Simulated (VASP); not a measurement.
Here is a VASP 6.6.1 calculation.

The input INCAR:

```
PREC     = Accurate       # precision mode
ENCUT    = 520            # plane-wave cutoff, eV
EDIFF    = 1E-6           # SCF threshold, eV
ISMEAR   = 0              # smearing method
SIGMA    = 0.1            # smearing width, eV
LREAL    = F              # projectors in reciprocal space
LASPH    = T              # aspherical terms in the spheres
NELM     = 80             # most SCF steps
ALGO     = Normal         # electronic algorithm
ISIF     = 2              # what is computed and relaxed
LWAVE    = F              # write WAVECAR
LCHARG   = F              # write CHGCAR
GGA      = B5             # functional
ALDAX    = 1.0          
AGGAX    = 1.0          
AGGAC    = 1.0          
ALDAC    = 0.0          
NBANDS   = 15             # bands
```

KPOINTS

```
Automatic mesh
0
Gamma
  13 13 12
```

File POSCAR:

```
TaN
1.0
    2.9380000000      0.0000000000      0.0000000000
   -1.4690000000      2.5443830000      0.0000000000
    0.0000000000      0.0000000000      2.8830000000
Ta N
1 1
Direct
    0.3333333333      0.6666666667      0.5000000000
    0.0000000000      0.0000000000      0.0000000000
```

Potentials or basis: VASP PAW PBE potentials, release 64 (Ta_pv, N).

The run is started by

```sh
$ cat potpaw_PBE.64/Ta_pv/POTCAR potpaw_PBE.64/N/POTCAR > POTCAR
$ mpirun -np 1 vasp_std > vasp.out
```

Task: Estimate the pressure.

Result: 18.0 GPa.

Task: Estimate the band gap on the k mesh.

Result: Zero (bands 8 and 9 overlap by 0.32 eV).

Stress tensor (GPa, compression positive):
```
17.25  0.00  0.00
 0.00 17.25  0.00
 0.00  0.00 19.57
```

Caveat: the cell stands under pressure; the PAW data sets were made with another functional, which shifts forces and pressure a little; spin-orbit coupling is left out, which moves the levels of the heavy elements.
